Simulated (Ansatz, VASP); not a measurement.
MgH2 in VASP and in Ansatz

```xyz
12
Lattice="4.5067 0.0000 0.0000 0.0000 5.4413 0.0000 0.0000 0.0000 4.9264" Properties=species:S:1:pos:R:3 pbc="T T T"
Mg    2.2534    4.5317    3.6948
Mg    0.0000    3.6302    1.2316
Mg    2.2534    0.9096    1.2316
Mg    0.0000    1.8111    3.6948
H     3.2813    4.8444    2.0671
H     1.0280    3.3175    2.8593
H     3.4788    3.3175    4.5303
H     1.2254    4.8444    0.3961
H     3.2813    0.5969    4.5303
H     1.0280    2.1238    0.3961
H     3.4788    2.1238    2.0671
H     1.2254    0.5969    2.8593
```

Alike in both runs: functional PBE; k mesh 6 × 4 × 6; occupations gaussian, width 0.02 eV; no spin polarisation.

Ansatz relaxed the structure, and its values are those at the end. VASP's run is a single point on that final structure, the one shown.

|  | VASP | Ansatz |
| --- | --- | --- |
| version | VASP 6.6.1 | Ansatz 0.2.0 |
| potentials or method | VASP PAW PBE potentials, release 64 (Mg, H), cutoff 520 eV | scalar-relativistic, plane waves, PAW |
| valence electrons in the cell | 16 | 48 |

|  | VASP | Ansatz | Ansatz less VASP |
| --- | --- | --- | --- |
| gap on the k mesh at the Fermi level (eV) | 3.64 | 3.65 | +0.011 |
| least direct gap on the mesh (eV) | 3.80 | 3.80 | +0.006 |
| pressure (GPa) | -0.3 | 0.0 | +0.29 |
| rms of the force components (eV/Å) | 0.004 | 0.002 | -0.0018 |

The functional is the same, so the differences come from potentials, cutoffs and numerics. VASP's potentials hold 16 valence electrons a cell and Ansatz's 48, so a difference there can come from the potentials and not from the codes.
